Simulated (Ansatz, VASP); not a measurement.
# HfH2 in VASP and in Ansatz

The input INCAR:

```
  PREC = Accurate
  ENCUT = 520
  EDIFF = 1E-6
  ISMEAR = 0
  SIGMA = 0.15
  LREAL = False
  LASPH = True
  NELM = 80
  ALGO = Normal
  ISIF = 2
  LWAVE = False
  LCHARG = False
  GGA = PS
  NBANDS = 13
```

Contents of KPOINTS:

```
regular mesh
0
Gamma
  20 20 20
```

POSCAR

```
HfH2
1.0
   -1.7390000000      1.7390000000      2.1805000000
    1.7390000000     -1.7390000000      2.1805000000
    1.7390000000      1.7390000000     -2.1805000000
Hf H
1 2
Direct
    0.0000000000      0.0000000000      0.0000000000
    0.7557326301      0.2557326301      0.5000000000
    0.2557326301      0.7557326301      0.5000000000
```

Input for Ansatz:

```yaml
crystal:
  lattice:
    - [-1.739, 1.739, 2.1805]
    - [1.739, -1.739, 2.1805]
    - [1.739, 1.739, -2.1805]
  atoms:
    - { symbol: Hf, position: [0.0, 0.0, 0.0] }
    - { symbol: H, position: [0.7557326301, 0.2557326301, 0.5] }
    - { symbol: H, position: [0.2557326301, 0.7557326301, 0.5] }
basis:
  ecutwfc: 420
kpoints:
  mp_grid: { grid: [20, 20, 20] }
hamiltonian:
  xc: pbesol
scf:
  occupations: { method: gaussian, width: 0.15 }
output:
  forces: true
  stress: true
  eigenvalues: true
  write_density: true
  write_potential: true
  elf: true
  volumetric_format: npy
```

Change from the starting cell: all H atoms moved +0.025 Å, as atom 2 along Cartesian [0 0 1].

Alike in both runs: task single point; functional PBEsol; k mesh 20 × 20 × 20; occupations gaussian, width 0.15 eV; no spin polarisation.

|  | VASP | Ansatz |
| --- | --- | --- |
| version | VASP 6.6.1 | Ansatz 0.2.0 |
| potentials or method | VASP PAW PBE potentials, release 64 (Hf_pv, H), cutoff 520 eV | scalar-relativistic, plane waves, PAW |
| valence electrons in the cell | 12 | 28 |

Ansatz gave:

* gap on the k mesh at the Fermi level (eV): none
* pressure (GPa): -5.0
* traceless stress, the component that is largest in VASP (GPa): -0.72
* rms of the force components (eV/Å): 0.093

Task: Estimate VASP's values.

Result: gap on the k mesh at the Fermi level (eV): none; pressure (GPa): -5.7; traceless stress, the component that is largest in VASP (GPa): -0.69; rms of the force components (eV/Å): 0.093.

VASP's potentials were made for PBE, not for PBEsol. Atom by atom the forces differ by 0.001 eV/Å (rms over components). A gap of «none» marks a metal or a gap that the smearing closes. The functional is the same, so the differences come from potentials, cutoffs and numerics. VASP's potentials hold 12 valence electrons a cell and Ansatz's 28, so a difference there can come from the potentials and not from the codes.

Spin-orbit coupling is off throughout.
